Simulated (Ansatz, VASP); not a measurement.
**NbTe: VASP beside Ansatz**

INCAR

```
SYSTEM = NbTe
PREC = Accurate
ENCUT = 500
EDIFF = 1E-6
ISMEAR = 0
SIGMA = 0.1
LREAL = .FALSE.
LASPH = .TRUE.
NELM = 120
ALGO = Normal
ISIF = 2
LWAVE = .FALSE.
LCHARG = .FALSE.
GGA = PE
NBANDS = 16
GGA_COMPAT = .FALSE.
```

Contents of KPOINTS:

```
Automatic mesh
0
G
  6 6 4
  0 0 0
```

File POSCAR:

```
NbTe
1.0
    3.7029743866      0.0000000000      0.0000000000
   -1.8514871933      3.2068698884      0.0000000000
    0.0000000000      0.0000000000      3.6942110000
Nb Te
1 1
Direct
    0.9980000000      0.9480000000      1.2600000000
    1.6646666667      1.2813333333      0.7600000000
```

Input for Ansatz:

```yaml
crystal:
  lattice:
    - [3.7029743866, 0.0, 0.0]
    - [-1.8514871933, 3.2068698884, 0.0]
    - [0.0, 0.0, 3.694211]
  atoms:
    - { symbol: Nb, position: [0.998, 0.948, 1.26] }
    - { symbol: Te, position: [1.6646666667, 1.2813333333, 0.76] }
basis:
  ecutwfc: 420
kpoints:
  mp_grid: { grid: [6, 6, 4] }
hamiltonian:
  xc: pbe
scf:
  occupations: { method: gaussian, width: 0.1 }
  eigensolver: { kind: davidson }
  max_iter: 51
output:
  forces: true
  stress: true
  eigenvalues: true
```

Alike in both runs: task single point; functional PBE; k mesh 6 × 6 × 4; occupations gaussian, width 0.1 eV; no spin polarisation.

|  | VASP | Ansatz |
| --- | --- | --- |
| version | VASP 6.6.1 | Ansatz 0.2.0 |
| potentials or method | VASP PAW PBE potentials, release 64 (Nb_sv, Te), cutoff 500 eV | scalar-relativistic, plane waves, PAW |
| valence electrons in the cell | 19 | 29 |

```tsv
	VASP	Ansatz	Ansatz less VASP
gap on the k mesh at the Fermi level (eV)	none	none	-
pressure (GPa)	-0.8	-0.6	+0.23
traceless stress, the component that is largest in VASP (GPa)	1.50	1.54	+0.047
```

A gap of «none» marks a metal or a gap that the smearing closes. The functional is the same, so the differences come from potentials, cutoffs and numerics. VASP's potentials hold 19 valence electrons a cell and Ansatz's 29, so a difference there can come from the potentials and not from the codes.

The k mesh is coarse, so the values compare programs but aren't converged. Neither program's run includes spin-orbit coupling.
